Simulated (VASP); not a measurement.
# Ga in VASP: a series of runs

The runs below take Ga through single point, with PBEsol.

All numbers are computed with VASP 6.6.1; they aren't measurements. Logs are shortened: lines on timing, memory, paths and dates and some standing lists are left out, and cuts for length are marked.

## Step 1: The cell of the first run

The typed cell holds 2 atoms: a = 4.316 Å, b = 4.316 Å, c = 3.170 Å, α = 90.00°, β = 90.00°, γ = 140.74°.

## Step 2: Single point, PBEsol

Contents of INCAR:

```
SYSTEM = Ga
ALGO     = Normal         ! electronic algorithm
EDIFF    = 1E-7           ! SCF threshold, eV
ENCUT    = 520            ! plane-wave cutoff, eV
GGA      = PS             ! functional
ISIF     = 2              ! what is computed and relaxed
ISMEAR   = -1             ! smearing method
ISYM     = 0            
LASPH    = .True.         ! aspherical terms in the spheres
LCHARG   = .False.        ! write CHGCAR
LREAL    = .False.        ! projectors in reciprocal space
LWAVE    = .False.        ! write WAVECAR
NBANDS   = 20             ! bands
NELM     = 60             ! most SCF steps
PREC     = Accurate       ! precision mode
SIGMA    = 0.05           ! smearing width, eV
```

Contents of KPOINTS:

```
k-points
0
Gamma
  8 8 7
  0 0 0
```

Contents of POSCAR:

```
Ga
1.0
    1.4500000000     -4.0650000000      0.0000000000
    1.4500000000      4.0650000000      0.0000000000
    0.0000000000      0.0000000000      3.1700000000
Ga
2
Direct
    0.8752755135      0.1273869291      0.2477659489
    0.1459558365      0.8536550609      0.7479131211
```

Potentials or basis: VASP PAW PBE potentials, release 64 (Ga_d).

Run with:

```bash
cat potpaw_PBE.64/Ga_d/POTCAR > POTCAR
mpirun -np 1 vasp_std > vasp.out
```

OUTCAR:

```text
SYSTEM = Ga
   EDIFF = 1E-7
   ENCUT = 520
   GGA = PS
   ISIF = 2
   ISMEAR = -1
   ISYM = 0
   LASPH = .True.
   LREAL = .False.
   NELM = 60
   PREC = Accurate

 ion  position               nearest neighbor table
   1  0.875  0.127  0.248-   2 2.72   2 2.72   2 2.83   2 2.83   2 2.84   2 2.84
   2  0.146  0.854  0.748-   1 2.72   1 2.72   1 2.83   1 2.83   1 2.84   1 2.84

IMPORTANT INFORMATION: All symmetrisations will be switched off!
NOSYMM: (Re-)initialisation of all symmetry stuff for point group C_1.

----------------------------------------------------------------------------------------

                                     Primitive cell

  volume of cell :      37.3695

  direct lattice vectors                    reciprocal lattice vectors
     1.450000000 -4.065000000  0.000000000     0.344827586 -0.123001230  0.000000000
     1.450000000  4.065000000  0.000000000     0.344827586  0.123001230  0.000000000
     0.000000000  0.000000000  3.170000000     0.000000000  0.000000000  0.315457413

  length of vectors
     4.315868974  4.315868974  3.170000000     0.366108409  0.366108409  0.315457413

  position of ions in fractional coordinates (direct lattice)
     0.875275514  0.127386929  0.247765949
     0.145955837  0.853655061  0.747913121

  ion indices of the primitive-cell ions
   primitive index   ion index
                 1           1
                 2           2

----------------------------------------------------------------------------------------

 KPOINTS: k-points

Automatic generation of k-mesh.
 Grid dimensions read from file:
 generate k-points for:    8    8    7

 Generating k-lattice:

  Cartesian coordinates                     Fractional coordinates (reciprocal lattice)
     0.043103448 -0.015375154  0.000000000     0.125000000  0.000000000  0.000000000
     0.043103448  0.015375154  0.000000000     0.000000000  0.125000000  0.000000000
     0.000000000  0.000000000  0.045065345     0.000000000  0.000000000  0.142857143

  Length of vectors
     0.045763551  0.045763551  0.045065345

  Shift w.r.t. Gamma in fractional coordinates (k-lattice)
     0.000000000  0.000000000  0.000000000

 Subroutine IBZKPT returns following result:
 ===========================================

 Found    226 irreducible k-points:

 Following reciprocal coordinates:
            Coordinates               Weight
  0.000000  0.000000  0.000000      1.000000
  0.125000 -0.000000  0.000000      2.000000
 -0.000000  0.125000  0.000000      2.000000
  0.250000 -0.000000  0.000000      2.000000
 -0.000000  0.250000  0.000000      2.000000
  0.375000 -0.000000  0.000000      2.000000
[... 16 lines left out ...]
  0.375000  0.250000  0.000000      2.000000
  0.250000  0.375000  0.000000      2.000000
 [... further k-points ...]
   k-points           NKPTS =    226   k-points in BZ     NKDIM =    226   number of bands    NBANDS=     20
   number of dos      NEDOS =    301   number of ions     NIONS =      2
   total plane-waves  NPLWV =  24576
   dimension x,y,z NGX =    32 NGY =   32 NGZ =   24
   dimension x,y,z NGXF=    64 NGYF=   64 NGZF=   48
   ions per type =               2
   NGX,Y,Z   is equivalent  to a cutoff of  12.33, 12.33, 12.59 a.u.
   NGXF,Y,Z  is equivalent  to a cutoff of  24.65, 24.65, 25.17 a.u.
 SYSTEM =  Ga
   PREC   = accura    normal or accurate (medium, high low for compatibility)
   ISTART =      0    job   : 0-new  1-cont  2-samecut
   ICHARG =      2    charge: 1-file 2-atom 10-const
   ISPIN  =      1    spin polarized calculation?
   LNONCOLLINEAR =      F non collinear calculations
   LSORBIT =      F    spin-orbit coupling
   LASPH  =      T    aspherical Exc in radial PAW
   ENCUT  =  520.0 eV  38.22 Ry    6.18 a.u.   8.02  8.02  5.89*2*pi/ulx,y,z
   NELM   =     60;   NELMIN=  2; NELMDL= -5     # of ELM steps
   EDIFF  = 0.1E-06   stopping-criterion for ELM
   LREAL  =      F    real-space projection
   EDIFFG = 0.1E-05   stopping-criterion for IOM
   NSW    =      0    number of steps for IOM
   IBRION =     -1    ionic relax: 0-MD 1-quasi-New 2-CG
   NFREE  =      0    steps in history (QN), initial steepest desc. (CG)
   ISIF   =      2    stress and relaxation
   ISYM   =      0    0-nonsym 1-usesym 2-fastsym
   POTIM  = 0.5000    time-step for ionic-motion
   TEBEG  =    0.0;   TEEND  =   0.0 temperature during run
   PSTRESS=    0.0 pullay stress
   NELECT =      26.0000    total number of electrons
   NUPDOWN=      -1.0000    fix difference up-down
   EMIN   =  10.00;   EMAX   =-10.00  energy-range for DOS
   EFERMI =   0.00;   METHOD = LEGACY
   ISMEAR =    -1;   SIGMA  =   0.05  broadening in eV -4-tet -1-fermi 0-gaus
   EFERMI_NEDOS =   21; number of points for ismear=-14 and -15
   IALGO  =     38    algorithm
   IMIX   =      4    mixing-type and parameters
     AMIX     =   0.40;   BMIX     =  1.00
     AMIX_MAG =   1.60;   BMIX_MAG =  1.00
  volume/ion in A,a.u.               =      18.68       126.09
  Fermi-wavevector in a.u.,A,eV,Ry     =   1.450641  2.741314 28.631555  2.104360
  Thomas-Fermi vector in A             =   2.568230
   LORBIT       =      0    0 simple, 1 ext, 2 COOP (PROOUT), +10 PAW based schemes
   GGA     = PS    functional components
   LHFCALC =     F    Hartree Fock is set to
   AEXX    =    0.0000 exact exchange contribution
   IVDW    =     0    specifies the selected vdW correction
   LEPSILON=     F    determine dielectric tensor
   LRPA    =     F    only Hartree local field effects (RPA)
 non-spin polarized calculation
  energy-cutoff  :      520.00
  volume of cell :       37.37
 maximum number of plane-waves:      1030
   NGX = 17   NGY = 17   NGZ = 11

 number of electron      25.9999995 magnetization

 Free energy of the ion-electron system (eV)
  ---------------------------------------------------
  ext. energy  EPLUGINS =         0.00000000
  ---------------------------------------------------
  free energy    TOTEN  =        -6.64877960 eV

  energy without entropy =       -6.64104720  energy(sigma->0) =       -6.64491340

 E-fermi :   5.5770     XC(G=0): -11.1559

 val. band max:        5.5760796940   @ k =   0.0000  -0.3750  -0.2857
 cond. band min:       5.5787131314   @ k =   0.1250   0.1250   0.2857
 fundamental gap:      0.0026334374
 Fermi energy:         5.5769918030

 k-point     1 :       0.0000    0.0000    0.0000
  band No.  band energies     occupation
      1      -9.6443      2.00000
      2      -9.6080      2.00000
      3      -9.5404      2.00000
      4      -9.5282      2.00000
      5      -9.3501      2.00000
      6      -9.3358      2.00000
[... 12 lines left out ...]
     19      16.7618      0.00000
     20      17.3125      0.00000

 k-point     2 :       0.1250   -0.0000    0.0000
  band No.  band energies     occupation
      1      -9.6282      2.00000
      2      -9.5988      2.00000
      3      -9.5263      2.00000
      4      -9.4788      2.00000
      5      -9.3625      2.00000
      6      -9.3548      2.00000
[... 12 lines left out ...]
     19      17.6505      0.00000
     20      19.6302      0.00000

 k-point     3 :      -0.0000    0.1250    0.0000
  band No.  band energies     occupation
      1      -9.6281      2.00000
      2      -9.5986      2.00000
      3      -9.5262      2.00000
      4      -9.4789      2.00000
      5      -9.3625      2.00000
      6      -9.3547      2.00000
[... 12 lines left out ...]
     19      17.6535      0.00000
     20      19.6267      0.00000

 k-point     4 :       0.2500   -0.0000    0.0000
  band No.  band energies     occupation
      1      -9.5915      2.00000
      2      -9.5782      2.00000
      3      -9.4861      2.00000
      4      -9.4400      2.00000
      5      -9.4023      2.00000
      6      -9.3417      2.00000
[... 12 lines left out ...]
     19      17.8900      0.00000
     20      20.6830      0.00000

 k-point     5 :      -0.0000    0.2500    0.0000
  band No.  band energies     occupation
      1      -9.5911      2.00000
      2      -9.5774      2.00000
      3      -9.4855      2.00000
      4      -9.4401      2.00000
      5      -9.4021      2.00000
      6      -9.3415      2.00000
[... 12 lines left out ...]
     19      17.8934      0.00000
     20      20.6802      0.00000

 k-point     6 :       0.3750   -0.0000    0.0000
  band No.  band energies     occupation
      1      -9.5651      2.00000
      2      -9.5602      2.00000
      3      -9.4800      2.00000
      4      -9.4626      2.00000
      5      -9.4536      2.00000
      6      -9.3388      2.00000
[... 12 lines left out ...]
     19      16.8422      0.00000
     20      18.6106      0.00000

 k-point     7 :      -0.0000    0.3750    0.0000
  band No.  band energies     occupation
      1      -9.5644      2.00000
      2      -9.5586      2.00000
      3      -9.4797      2.00000
      4      -9.4611      2.00000
      5      -9.4533      2.00000
      6      -9.3398      2.00000
[... 12 lines left out ...]
     19      16.8328      0.00000
     20      18.6209      0.00000
[... 277 lines left out ...]
 k-point    20 :       0.1250   -0.2500    0.0000
  band No.  band energies     occupation
      1      -9.6118      2.00000
      2      -9.5682      2.00000
      3      -9.5614      2.00000
      4      -9.4371      2.00000
      5      -9.3950      2.00000
      6      -9.3697      2.00000
[... 12 lines left out ...]
     19      16.6411      0.00000
     20      18.8615      0.00000

 k-point    21 :      -0.1250    0.1250    0.0000
  band No.  band energies     occupation
      1      -9.6361      2.00000
      2      -9.5916      2.00000
      3      -9.5764      2.00000
      4      -9.4862      2.00000
      5      -9.3723      2.00000
      6      -9.3436      2.00000
[... 12 lines left out ...]
     19      15.7083      0.00000
     20      16.8489      0.00000

 k-point    22 :       0.2500    0.2500    0.0000
  band No.  band energies     occupation
      1      -9.5683      2.00000
      2      -9.5560      2.00000
      3      -9.5269      2.00000
      4      -9.4345      2.00000
      5      -9.3898      2.00000
      6      -9.3525      2.00000
[... 12 lines left out ...]
     19      16.8938      0.00000
     20      17.1356      0.00000

 k-point    23 :       0.3750    0.2500    0.0000
  band No.  band energies     occupation
      1      -9.5651      2.00000
      2      -9.5419      2.00000
      3      -9.4944      2.00000
      4      -9.4284      2.00000
      5      -9.4022      2.00000
      6      -9.3861      2.00000
[... 12 lines left out ...]
     19      15.8201      0.00000
     20      17.5436      0.00000

 k-point    24 :       0.2500    0.3750    0.0000
  band No.  band energies     occupation
      1      -9.5649      2.00000
      2      -9.5412      2.00000
      3      -9.4936      2.00000
      4      -9.4279      2.00000
      5      -9.4019      2.00000
      6      -9.3867      2.00000
[... 12 lines left out ...]
     19      15.8265      0.00000
     20      17.5450      0.00000

 [... further k-points ...]
[... 5 lines left out ...]
  --------------------------------------------------------------------------------------
  -------------------------------------------------------------------------------------
  Total       -0.3643686     -0.2687170     -0.6783321      0.0042809      0.0000528      0.0000172
  in kB      -15.6218939    -11.5209420    -29.0827271      0.1835408      0.0022638      0.0007356
  external PRESSURE =     -18.7418543 kB  Pullay stress =       0.0000000 kB

 VOLUME and BASIS-vectors are now :
 -----------------------------------------------------------------------------
  energy-cutoff  :      520.00
  volume of cell :       37.37
      direct lattice vectors                 reciprocal lattice vectors
     1.450000000 -4.065000000  0.000000000     0.344827586 -0.123001230  0.000000000
     1.450000000  4.065000000  0.000000000     0.344827586  0.123001230  0.000000000
     0.000000000  0.000000000  3.170000000     0.000000000  0.000000000  0.315457413

 POSITION                                       TOTAL-FORCE (eV/Angst)
 -----------------------------------------------------------------------------------
      1.45386     -3.04017      0.78542        -0.001710     -0.001760      0.000517
      1.44944      2.87680      2.37088         0.001710      0.001760     -0.000517
 -----------------------------------------------------------------------------------
    total drift:                               -0.000007     -0.001075     -0.000245

  FREE ENERGIE OF THE ION-ELECTRON SYSTEM (eV)
  ---------------------------------------------------
  free  energy   TOTEN  =        -6.6487795998 eV

  energy  without entropy=       -6.6410471968  energy(sigma->0) =       -6.64491340
```

It took 2.8 min on 1 thread of AMD EPYC 7R43 (Zen 3), shared host; peak memory 0.22 GiB.

Results:

```
Free energy            : -6.6488 eV
Pressure               : -1.9 GPa
Band gap on the k mesh : zero (band 13 reaches 10.44 eV, above the bottom of band 14 at 2.34 eV)
```

Forces in eV/Å, atoms in the order of the input:
```
Ga  -0.002 -0.002  0.001
Ga   0.002  0.002 -0.001
```

Stress tensor (GPa, compression positive):
```
-1.56  0.02  0.00
 0.02 -1.15  0.00
 0.00  0.00 -2.91
```

Levels at points of the mesh, in eV from the Fermi level:
```
           k point  band 10  band 11  band 12  band 13  band 14  band 15  band 16  band 17
(0.00, 0.00, 0.00)   -14.71   -11.35    -2.32    -1.67     2.78     6.46     7.57     8.84
(0.50, 0.00, 0.00)   -14.76    -6.76    -5.58    -1.89    -0.43     6.52     6.69     8.69
(0.00, 0.50, 0.00)   -14.76    -6.75    -5.60    -1.88    -0.43     6.53     6.70     8.67
(0.50, 0.50, 0.00)   -14.76    -9.45    -8.51     4.86     5.67     5.95     7.02     7.06
```

Caveat: the PAW data sets were made with another functional, which shifts forces and pressure a little.

## Step 3: Single point, PBEsol

Contents of INCAR:

```
SYSTEM = Ga
ALGO = Normal ; EDIFF = 1E-6
ENCUT = 520 ; GGA = PS
ISIF = 2 ; ISMEAR = -1
LASPH = .True. ; LCHARG = .True.
LELF = .True. ; LREAL = .False.
LVHAR = .True. ; LWAVE = .False.
NBANDS = 20 ; NELM = 100
PREC = Accurate ; SIGMA = 0.05
```

KPOINTS is that of step 2.

Contents of POSCAR:

```
Ga
1.0
    1.4500000000     -4.0650000000      0.0000000000
    1.4500000000      4.0650000000      0.0000000000
    0.0000000000      0.0000000000      3.1700000000
Ga
2
Direct
    0.8752754265      0.1273868641      0.2477659493
    0.1459559235      0.8536551259      0.7479131207
```

Potentials or basis: VASP PAW PBE potentials, release 64 (Ga_d).

Run with:

```bash
cat potpaw_PBE.64/Ga_d/POTCAR > POTCAR
mpirun -np 1 vasp_std > vasp.out
```

It took 2.3 min on 1 thread of AMD EPYC 7R43 (Zen 3), shared host; peak memory 0.22 GiB.

It converged, with:

```
Free energy            : -6.6488 eV
Pressure               : -2.0 GPa
Band gap on the k mesh : zero (band 13 reaches 10.44 eV, above the bottom of band 14 at 2.34 eV)
```

Forces on the atoms (eV/Å):
```
Ga  -0.002 -0.002  0.001
Ga   0.002  0.002 -0.001
```

Stress tensor (GPa, compression positive):
```
-1.68  0.02  0.00
 0.02 -1.24  0.00
 0.00  0.00 -3.02
```

Levels at points of the mesh, in eV from the Fermi level:
```
           k point  band 11  band 12  band 13  band 14  band 15  band 16
(0.00, 0.00, 0.00)   -11.35    -2.32    -1.67     2.78     6.46     7.57
(0.50, 0.00, 0.00)    -6.76    -5.58    -1.89    -0.43     6.52     6.69
(0.00, 0.50, 0.00)    -6.75    -5.60    -1.88    -0.43     6.53     6.70
(0.50, 0.50, 0.00)    -9.45    -8.51     4.86     5.67     5.95     7.02
```

Caveat: the PAW data sets were made with another functional, which shifts forces and pressure a little.

## Step 4: Single point, PBEsol

Contents of INCAR:

```
ALGO = Normal
EDIFF = 1E-6
ENCUT = 520
GGA = PS
ISIF = 2
ISMEAR = -1
LASPH = T
LCHARG = F
LREAL = F
LWAVE = F
NBANDS = 20
NELM = 100
PREC = Accurate
SIGMA = 0.05
```

Contents of KPOINTS:

```
k-points
0
Gamma
  8 8 7
```

Contents of POSCAR:

```
Ga
1.0
    1.4500000000     -4.0650000000      0.0000000000
    1.4500000000      4.0650000000      0.0000000000
    0.0000000000      0.0000000000      3.1700000000
Ga
2
Direct
    0.8752785634      0.1273787755      0.2477664796
    0.1459527866      0.8536632145      0.7479125904
```

Run with:

```bash
cat potpaw_PBE.64/Ga_d/POTCAR > POTCAR
mpirun -np 1 vasp_std > vasp.out
```

Wall time 2.2 min (1 thread of AMD EPYC 7R43 (Zen 3), shared host); peak memory 0.22 GiB.

It converged, with:

```yaml
Free_energy: -6.6488 eV
Pressure: -2.0 GPa
Band_gap_on_the_k_mesh: zero (band 13 reaches 10.44 eV, above the bottom of band 14 at 2.34 eV)
```

Forces in eV/Å, atoms in the order of the input:
```
Ga  -0.002 -0.001  0.001
Ga   0.002  0.001 -0.001
```

Stress tensor (GPa, compression positive):
```
-1.68  0.02  0.00
 0.02 -1.24  0.00
 0.00  0.00 -3.02
```

Levels at points of the mesh, in eV from the Fermi level:
```
           k point  band 10  band 11  band 12  band 13  band 14  band 15  band 16  band 17
(0.00, 0.00, 0.00)   -14.71   -11.35    -2.32    -1.67     2.78     6.46     7.57     8.84
(0.50, 0.00, 0.00)   -14.76    -6.76    -5.58    -1.89    -0.43     6.52     6.69     8.69
(0.00, 0.50, 0.00)   -14.76    -6.75    -5.60    -1.88    -0.43     6.53     6.70     8.67
(0.50, 0.50, 0.00)   -14.76    -9.45    -8.51     4.86     5.67     5.95     7.02     7.06
```

Caveat: the PAW data sets were made with another functional, which shifts forces and pressure a little.
